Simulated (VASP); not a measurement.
## WC: single point with PBEsol

The system is WC.

```
W C
1.0
    -2.88609   -4.99885    0.00000
     4.32913   -2.49943    0.00000
     0.00000    0.00000    5.64834
W C
8 8
Direct
  0.74648 0.48534 0.99582
  0.78864 0.48104 0.48529
  0.50617 0.98721 0.99692
  0.50634 0.99491 0.50980
  0.25812 0.50928 0.01786
  0.24683 0.51340 0.50833
  0.00133 0.98761 0.00983
  0.00662 0.01449 0.49917
  0.53817 0.66727 0.25733
  0.50703 0.67056 0.74484
  0.27294 0.15475 0.23957
  0.26429 0.19527 0.76359
  0.03310 0.66148 0.24899
  0.02177 0.67063 0.76182
  0.76922 0.15046 0.27210
  0.71881 0.16326 0.73569
```

| Property | Result |
| --- | --- |
| Program | VASP 6.6.1 |
| Task | single point |
| Functional | PBEsol |
| Potentials or basis | VASP PAW PBE potentials, release 64 (W_sv, C) |
| Cutoff | 520 eV |
| k mesh | 3 × 3 × 3 |
| Occupations | fermi-dirac, width 0.17 eV |
| Spin | no spin polarisation |
| Dipole correction | no |
| Further INCAR settings | LREAL = Auto; ALGO = Normal; EDIFF = 1e-06; NBANDS = 86 |

```yaml
Pressure: 13.3 GPa
Largest_force: 6.768 eV/Å
Band_gap_on_the_k_mesh: zero (bands 72 and 73 overlap by 0.17 eV)
```

Forces on the atoms (eV/Å):
```
W   -0.473 -2.521 -0.118
W    5.387  2.345  3.360
W    0.897 -1.203  1.456
W    0.551  0.863 -2.848
W   -2.813 -0.838 -2.809
W   -3.929 -2.628 -0.127
W    1.146 -1.758 -1.780
W   -3.800 -0.536  2.364
C    0.480  1.965 -0.183
C   -0.838  0.368  0.666
C    1.291  0.772  1.535
C   -1.097  2.260 -0.634
C    2.345  2.043  0.539
C    1.009  1.643 -0.418
C    1.094  1.331 -3.186
C   -1.250 -4.107  2.182
```

Stress tensor (GPa, compression positive):
```
16.48  1.49  0.48
 1.49 11.96 -1.70
 0.48 -1.70 11.57
```

Levels at points of the mesh, in eV from the Fermi level:
```tsv
k point	band 68	band 69	band 70	band 71	band 72	band 73	band 74	band 75	band 76	band 77
(0.00, 0.00, 0.00)	-0.93	-0.79	-0.62	-0.32	0.10	0.32	0.76	0.91	1.89	2.06
```

It took 11 min on 1 thread of Intel Xeon 8259CL, with other jobs on the host, peak memory 0.31 GiB.

Caveat: the k points lie up to 0.42 Å⁻¹ apart; the PAW data sets were made with another functional, which shifts forces and pressure a little; spin-orbit coupling is left out, which moves the levels of the heavy elements.
